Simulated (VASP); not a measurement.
Here is a VASP 6.6.1 calculation.

The input INCAR:

```
SYSTEM = BN
PREC     = Accurate       ! precision mode
ENCUT    = 600            ! plane-wave cutoff, eV
EDIFF    = 1E-6           ! SCF threshold, eV
ISMEAR   = 0              ! smearing method
SIGMA    = 0.02           ! smearing width, eV
LREAL    = .FALSE.        ! projectors in reciprocal space
LASPH    = .TRUE.         ! aspherical terms in the spheres
NELM     = 120            ! most SCF steps
ALGO     = Normal         ! electronic algorithm
ISIF     = 2              ! what is computed and relaxed
LWAVE    = .FALSE.        ! write WAVECAR
LCHARG   = .TRUE.         ! write CHGCAR
GGA      = PE             ! functional
LELF     = .TRUE.         ! ELF
LVHAR    = .TRUE.       
NBANDS   = 11             ! bands
GGA_COMPAT= .FALSE.
```

File KPOINTS:

```
regular mesh
0
G
  12 12 12
  0 0 0
```

POSCAR

```
BN
1.0
    0.0000000000      1.8302716281      1.8302716281
    1.8302716281      0.0000000000      1.8302716281
    1.8302716281      1.8302716281      0.0000000000
B N
1 1
Direct
    0.0000000000      0.0000000000      0.0000000000
    0.2500000000      0.2500000000      0.2500000000
```

Potentials or basis: VASP PAW PBE potentials, release 64 (B, N).

Run with:

```bash
$ cat potpaw_PBE.64/B/POTCAR potpaw_PBE.64/N/POTCAR > POTCAR
$ mpirun -np 1 vasp_std > vasp.out
```

Q: What does it give for the band gap on the k mesh?

A: 4.42 eV, indirect (least direct gap 8.64 eV).

Q: Predict the pressure.

A: -10.5 GPa.

 A k mesh can miss the band edges.
